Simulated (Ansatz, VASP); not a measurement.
## One calculation of Pt, two programs

File INCAR:

```
PREC = Accurate
ENCUT = 520
EDIFF = 1E-6
ISMEAR = 0
SIGMA = 0.15
LREAL = F
LASPH = T
NELM = 60
ALGO = Fast
ISIF = 2
LWAVE = F
LCHARG = F
GGA = CA
NBANDS = 28
```

File KPOINTS:

```
regular mesh
0
Gamma
  12 8 8
```

The input POSCAR:

```
Pt
1.0
   -2.7079582014      0.0000000000      0.0000000000
    0.0000000000      0.0000000000     -4.6781625695
    0.0000000000     -4.6903211896      0.0000000000
Pt
4
Direct
    0.0000000000      0.2500000000      0.3333333333
    0.5000000000      0.2500000000      0.8333333333
    0.5000000000      0.7500000000      0.1666666667
    0.0000000000      0.7500000000      0.6666666667
```

Input for Ansatz:

```yaml
crystal:
  lattice:
    - [-2.7079582014, 0.0, 0.0]
    - [0.0, 0.0, -4.6781625695]
    - [0.0, -4.6903211896, 0.0]
  atoms:
    - { symbol: Pt, position: [0.0, 0.25, 0.3333333333] }
    - { symbol: Pt, position: [0.5, 0.25, 0.8333333333] }
    - { symbol: Pt, position: [0.5, 0.75, 0.1666666667] }
    - { symbol: Pt, position: [0.0, 0.75, 0.6666666667] }
basis:
  ecutwfc: 420
kpoints:
  mp_grid: { grid: [12, 8, 8] }
hamiltonian:
  xc: lda
scf:
  occupations: { method: gaussian, width: 0.15 }
output:
  forces: true
  stress: true
  eigenvalues: true
```

Alike in both runs: task single point; functional LDA; k mesh 12 × 8 × 8; occupations gaussian, width 0.15 eV; no spin polarisation.

```csv
,VASP,Ansatz
version,VASP 6.6.1,Ansatz 0.2.0
potentials or method,"VASP PAW LDA potentials, release 64 (Pt), cutoff 520 eV","scalar-relativistic, plane waves, PAW"
valence electrons in the cell,40,72
```

|  | VASP | Ansatz | Ansatz less VASP |
| --- | --- | --- | --- |
| gap on the k mesh at the Fermi level (eV) | none | none | - |
| pressure (GPa) | 0.9 | 0.2 | -0.75 |
| traceless stress, the component that is largest in VASP (GPa) | -0.78 | -0.44 | +0.340 |
| rms of the force components (eV/Å) | 0.005 | 0.004 | -0.0007 |

LDA's correlation is that of Perdew and Zunger in VASP and of Perdew and Wang (1992) in Ansatz. Atom by atom the forces differ by 0.001 eV/Å (rms over components). A gap of «none» marks a metal or a gap that the smearing closes. VASP's potentials hold 40 valence electrons a cell and Ansatz's 72, so a difference there can come from the potentials and not from the codes.

Neither program's run includes spin-orbit coupling.
